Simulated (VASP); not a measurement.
# Li (Im-3m) in VASP: single point with PBEsol

Aim: the single point of Li with PBEsol.

All numbers are computed with VASP 6.6.1; they aren't measurements. Logs are shortened: lines on timing, memory, paths and dates and some standing lists are left out, and cuts for length are marked.

### Step 1. The cell of the first run

It takes space group Im-3m (No. 229, cubic). Conventional cell: a = 3.306 Å, b = 3.306 Å, c = 3.306 Å, α = 90.00°, β = 90.00°, γ = 90.00°. Within 3.8 Å of Li (site symmetry m-3m) lie 14 Li at 2.86 to 3.31 Å.

### Step 2. Single point, PBEsol

File INCAR:

```
ALGO = Normal ; EDIFF = 1E-6
ENCUT = 520 ; GGA = PS
ISIF = 2 ; ISMEAR = -1
LASPH = T ; LCHARG = F
LREAL = F ; LWAVE = F
NBANDS = 8 ; NELM = 80
PREC = Accurate ; SIGMA = 0.05
```

File KPOINTS:

```
k-points
0
Gamma
  16 16 16
```

File POSCAR:

```
Li
1.0
   -1.6527837606      1.6527837606      1.6527837606
    1.6527837606     -1.6527837606      1.6527837606
    1.6527837606      1.6527837606     -1.6527837606
Li
1
Direct
    0.0000000000      0.0000000000      0.0000000000
```

Potentials or basis: VASP PAW PBE potentials, release 64 (Li_sv).

The run is started by

```console
$ cat potpaw_PBE.64/Li_sv/POTCAR > POTCAR
$ mpirun -np 1 vasp_std > vasp.out
```

OUTCAR:

```text
EDIFF = 1E-6
   ENCUT = 520
   GGA = PS
   ISIF = 2
   ISMEAR = -1
   LASPH = T
   LREAL = F
   NELM = 80
   PREC = Accurate

 ion  position               nearest neighbor table
   1  0.000  0.000  0.000-

  LATTYP: Found a body centered cubic cell.
 ALAT       =     3.3055675212

  Lattice vectors:

 A1 = (  -1.6527837606,   1.6527837606,   1.6527837606)
 A2 = (   1.6527837606,  -1.6527837606,   1.6527837606)
 A3 = (   1.6527837606,   1.6527837606,  -1.6527837606)

Analysis of symmetry for initial positions (statically):
=====================================================================
 Subroutine PRICEL returns:
 Original cell was already a primitive cell.

 Routine SETGRP: Setting up the symmetry group for a
 body centered cubic supercell.

 Subroutine GETGRP returns: Found 48 space group operations
 (whereof 48 operations were pure point group operations)
 out of a pool of 48 trial point group operations.

The static configuration has the point symmetry O_h .

Analysis of symmetry for dynamics (positions and initial velocities):
=====================================================================
 Subroutine PRICEL returns:
 Original cell was already a primitive cell.

 Routine SETGRP: Setting up the symmetry group for a
 body centered cubic supercell.

 Subroutine GETGRP returns: Found 48 space group operations
 (whereof 48 operations were pure point group operations)
 out of a pool of 48 trial point group operations.

The dynamic configuration has the point symmetry O_h .

 Subroutine INISYM returns: Found 48 space group operations
 (whereof 48 operations are pure point group operations),
 and found     1 'primitive' translations

----------------------------------------------------------------------------------------

                                     Primitive cell

  volume of cell :      18.0596

  direct lattice vectors                    reciprocal lattice vectors
    -1.652783761  1.652783761  1.652783761     0.000000000  0.302519913  0.302519913
     1.652783761 -1.652783761  1.652783761     0.302519913  0.000000000  0.302519913
     1.652783761  1.652783761 -1.652783761     0.302519913  0.302519913  0.000000000

  length of vectors
     2.862705447  2.862705447  2.862705447     0.427827764  0.427827764  0.427827764

  position of ions in fractional coordinates (direct lattice)
     0.000000000  0.000000000  0.000000000

  ion indices of the primitive-cell ions
   primitive index   ion index
                 1           1

----------------------------------------------------------------------------------------

 KPOINTS: k-points

Automatic generation of k-mesh.
 Grid dimensions read from file:
 generate k-points for:   16   16   16

 Generating k-lattice:

  Cartesian coordinates                     Fractional coordinates (reciprocal lattice)
     0.000000000  0.018907495  0.018907495     0.062500000  0.000000000  0.000000000
     0.018907495  0.000000000  0.018907495     0.000000000  0.062500000  0.000000000
     0.018907495  0.018907495  0.000000000     0.000000000  0.000000000  0.062500000

  Length of vectors
     0.026739235  0.026739235  0.026739235

  Shift w.r.t. Gamma in fractional coordinates (k-lattice)
     0.000000000  0.000000000  0.000000000

 Subroutine IBZKPT returns following result:
 ===========================================

 Found    145 irreducible k-points:

 Following reciprocal coordinates:
            Coordinates               Weight
  0.000000  0.000000  0.000000      1.000000
  0.062500  0.000000  0.000000     12.000000
  0.125000  0.000000  0.000000     12.000000
  0.187500  0.000000  0.000000     12.000000
  0.250000  0.000000  0.000000     12.000000
  0.312500  0.000000  0.000000     12.000000
[... 16 lines left out ...]
  0.187500  0.187500  0.000000     24.000000
  0.250000  0.187500  0.000000     48.000000
 [... further k-points ...]
   k-points           NKPTS =    145   k-points in BZ     NKDIM =    145   number of bands    NBANDS=      8
   number of dos      NEDOS =    301   number of ions     NIONS =      1
   total plane-waves  NPLWV =  13824
   dimension x,y,z NGX =    24 NGY =   24 NGZ =   24
   dimension x,y,z NGXF=    48 NGYF=   48 NGZF=   48
   ions per type =               1
   NGX,Y,Z   is equivalent  to a cutoff of  13.94, 13.94, 13.94 a.u.
   NGXF,Y,Z  is equivalent  to a cutoff of  27.88, 27.88, 27.88 a.u.
 SYSTEM =  unknown system
   PREC   = accura    normal or accurate (medium, high low for compatibility)
   ISTART =      0    job   : 0-new  1-cont  2-samecut
   ICHARG =      2    charge: 1-file 2-atom 10-const
   ISPIN  =      1    spin polarized calculation?
   LNONCOLLINEAR =      F non collinear calculations
   LSORBIT =      F    spin-orbit coupling
   LASPH  =      T    aspherical Exc in radial PAW
   ENCUT  =  520.0 eV  38.22 Ry    6.18 a.u.   5.32  5.32  5.32*2*pi/ulx,y,z
   NELM   =     80;   NELMIN=  2; NELMDL= -5     # of ELM steps
   EDIFF  = 0.1E-05   stopping-criterion for ELM
   LREAL  =      F    real-space projection
   EDIFFG = 0.1E-04   stopping-criterion for IOM
   NSW    =      0    number of steps for IOM
   IBRION =     -1    ionic relax: 0-MD 1-quasi-New 2-CG
   NFREE  =      0    steps in history (QN), initial steepest desc. (CG)
   ISIF   =      2    stress and relaxation
   ISYM   =      2    0-nonsym 1-usesym 2-fastsym
   POTIM  = 0.5000    time-step for ionic-motion
   TEBEG  =    0.0;   TEEND  =   0.0 temperature during run
   PSTRESS=    0.0 pullay stress
   NELECT =       3.0000    total number of electrons
   NUPDOWN=      -1.0000    fix difference up-down
   EMIN   =  10.00;   EMAX   =-10.00  energy-range for DOS
   EFERMI =   0.00;   METHOD = LEGACY
   ISMEAR =    -1;   SIGMA  =   0.05  broadening in eV -4-tet -1-fermi 0-gaus
   EFERMI_NEDOS =   21; number of points for ismear=-14 and -15
   IALGO  =     38    algorithm
   IMIX   =      4    mixing-type and parameters
     AMIX     =   0.40;   BMIX     =  1.00
     AMIX_MAG =   1.60;   BMIX_MAG =  1.00
  volume/ion in A,a.u.               =      18.06       121.87
  Fermi-wavevector in a.u.,A,eV,Ry     =   0.899938  1.700636 11.019199  0.809888
  Thomas-Fermi vector in A             =   2.022834
   LORBIT       =      0    0 simple, 1 ext, 2 COOP (PROOUT), +10 PAW based schemes
   GGA     = PS    functional components
   LHFCALC =     F    Hartree Fock is set to
   AEXX    =    0.0000 exact exchange contribution
   IVDW    =     0    specifies the selected vdW correction
   LEPSILON=     F    determine dielectric tensor
   LRPA    =     F    only Hartree local field effects (RPA)
 non-spin polarized calculation
  energy-cutoff  :      520.00
  volume of cell :       18.06
 maximum number of plane-waves:       496
 NGX is ok and might be reduce to    24
   NGX = 11   NGY = 11   NGZ = 11

 number of electron       2.9999999 magnetization

 Free energy of the ion-electron system (eV)
  ---------------------------------------------------
  ext. energy  EPLUGINS =         0.00000000
  ---------------------------------------------------
  free energy    TOTEN  =        -1.95526738 eV

  energy without entropy =       -1.95094020  energy(sigma->0) =       -1.95310379

 E-fermi :   0.9590     XC(G=0):  -7.3058

 val. band max:        0.9561265518   @ k =   0.3750   0.0625   0.0625
 cond. band min:       0.9739849021   @ k =   0.3125   0.1875   0.0000
 fundamental gap:      0.0178583503
 Fermi energy:         0.9589935077

 k-point     1 :       0.0000    0.0000    0.0000
  band No.  band energies     occupation
      1     -44.7579      2.00000
      2      -2.7350      2.00000
      3      16.8284      0.00000
      4      16.8284      0.00000
      5      16.8284      0.00000
      6      21.8198      0.00000
      7      21.8198      0.00000
      8      21.8198      0.00000

 k-point     2 :       0.0625    0.0000    0.0000
  band No.  band energies     occupation
      1     -44.7570      2.00000
      2      -2.6594      2.00000
      3      16.2751      0.00000
      4      16.4076      0.00000
      5      16.6811      0.00000
      6      20.5600      0.00000
      7      20.7617      0.00000
      8      22.0529      0.00000

 k-point     3 :       0.1250    0.0000    0.0000
  band No.  band energies     occupation
      1     -44.7535      2.00000
      2      -2.4295      2.00000
      3      14.6627      0.00000
      4      15.5221      0.00000
      5      16.2665      0.00000
      6      19.4278      0.00000
      7      19.4982      0.00000
      8      21.6368      0.00000

 k-point     4 :       0.1875    0.0000    0.0000
  band No.  band energies     occupation
      1     -44.7483      2.00000
      2      -2.0456      2.00000
      3      12.5410      0.00000
      4      14.5841      0.00000
      5      15.6827      0.00000
      6      18.2669      0.00000
      7      19.1232      0.00000
      8      21.7072      0.00000

 k-point     5 :       0.2500    0.0000    0.0000
  band No.  band energies     occupation
      1     -44.7422      2.00000
      2      -1.5093      2.00000
      3      10.3896      0.00000
      4      13.7508      0.00000
      5      15.0663      0.00000
      6      17.3097      0.00000
      7      19.0733      0.00000
      8      22.1609      0.00000
[... 177 lines left out ...]
 k-point    22 :       0.4375    0.1250    0.0000
  band No.  band energies     occupation
      1     -44.7250      2.00000
      2       1.4951      0.00004
      3       4.6323      0.00000
      4      10.5720      0.00000
      5      12.7070      0.00000
      6      18.2967      0.00000
      7      20.3070      0.00000
      8      25.3142      0.00000

 k-point    23 :       0.1875    0.1875    0.0000
  band No.  band energies     occupation
      1     -44.7346      2.00000
      2      -0.6564      2.00000
      3       9.0283      0.00000
      4      10.7295      0.00000
      5      13.5103      0.00000
      6      19.1559      0.00000
      7      19.9560      0.00000
      8      23.1739      0.00000

 k-point    24 :       0.2500    0.1875    0.0000
  band No.  band energies     occupation
      1     -44.7298      2.00000
      2       0.1070      2.00000
      3       7.4141      0.00000
      4       9.9334      0.00000
      5      13.0750      0.00000
      6      19.3529      0.00000
      7      20.3051      0.00000
      8      23.9789      0.00000

 [... further k-points ...]

------------------------ aborting loop because EDIFF is reached ----------------------------------------

  FORCE on cell =-STRESS in cart. coord.  units (eV):
  Direction    XX          YY          ZZ          XY          YZ          ZX
  --------------------------------------------------------------------------------------
  -------------------------------------------------------------------------------------
  Total        0.2002195      0.2002195      0.2002195      0.0000000      0.0000000     -0.0000000
  in kB       17.7626928     17.7626928     17.7626928      0.0000000      0.0000000     -0.0000000
  external PRESSURE =      17.7626928 kB  Pullay stress =       0.0000000 kB

 VOLUME and BASIS-vectors are now :
 -----------------------------------------------------------------------------
  energy-cutoff  :      520.00
  volume of cell :       18.06
      direct lattice vectors                 reciprocal lattice vectors
    -1.652783761  1.652783761  1.652783761     0.000000000  0.302519913  0.302519913
     1.652783761 -1.652783761  1.652783761     0.302519913  0.000000000  0.302519913
     1.652783761  1.652783761 -1.652783761     0.302519913  0.302519913  0.000000000

 POSITION                                       TOTAL-FORCE (eV/Angst)
 -----------------------------------------------------------------------------------
      0.00000      0.00000      0.00000         0.000000      0.000000      0.000000
 -----------------------------------------------------------------------------------
    total drift:                               -0.000000      0.000000      0.000000

  FREE ENERGIE OF THE ION-ELECTRON SYSTEM (eV)
  ---------------------------------------------------
  free  energy   TOTEN  =        -1.9552673804 eV

  energy  without entropy=       -1.9509402028  energy(sigma->0) =       -1.95310379
```

Run time: 22 s. Hardware: 1 thread of Intel Xeon 8259CL, shared host; peak memory 0.13 GiB.

What came out:

```
Free energy            : -1.9553 eV
Band gap on the k mesh : zero (an odd number of electrons rules out a gap without spin polarisation)
```

Caveat: the cutoff is under 1.25 times the usual one of these potentials, so pressure, stress and relaxed cells hold a basis-set (Pulay) error; the PAW data sets were made with another functional, which shifts forces and pressure a little.
